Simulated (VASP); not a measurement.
Mo, 1 atom in the cell. The structure is tetragonal, space group I4/mmm (No. 139). The conventional cell has a = 3.189 Å, b = 3.189 Å, c = 3.142 Å, α = 90.00°, β = 90.00°, γ = 90.00°. Mo (site symmetry 4/mmm) has 14 Mo at 2.75 to 3.19 Å within 3.6 Å.  This cell differs from its parent crystal: strain +0.015 along x and y, +0.000 along z.

```yaml
Program: VASP 6.6.1
Task: single point
Functional: r2SCAN
Potentials_or_basis: VASP PAW PBE potentials, release 64 (Mo_sv)
Cutoff: 520 eV
k_mesh: 22 × 22 × 22
Occupations: gaussian, width 0.15 eV
Spin: no spin polarisation
Dipole_correction: no
Further_INCAR_settings: ALGO = Normal; EDIFF = 1e-06; NBANDS = 13
```

Potentials or basis: VASP PAW PBE potentials, release 64 (Mo_sv).

Run with:

```sh
$ cat potpaw_PBE.64/Mo_sv/POTCAR > POTCAR
$ cp INCAR.step1 INCAR
$ mpirun -np 1 vasp_std > vasp.out
$ cp INCAR.step2 INCAR
$ mpirun -np 1 vasp_std > vasp.out
```

Hardware: 1 thread of AMD EPYC 9R45 96-Core Processor (Zen 5) (shared host).

Problem. Estimate the wall time of this run.

Solution. Run time: 4.5 min on 1 thread of AMD EPYC 9R45 96-Core Processor (Zen 5), on a shared host, peak memory 0.23 GiB. Counts: k points 834.
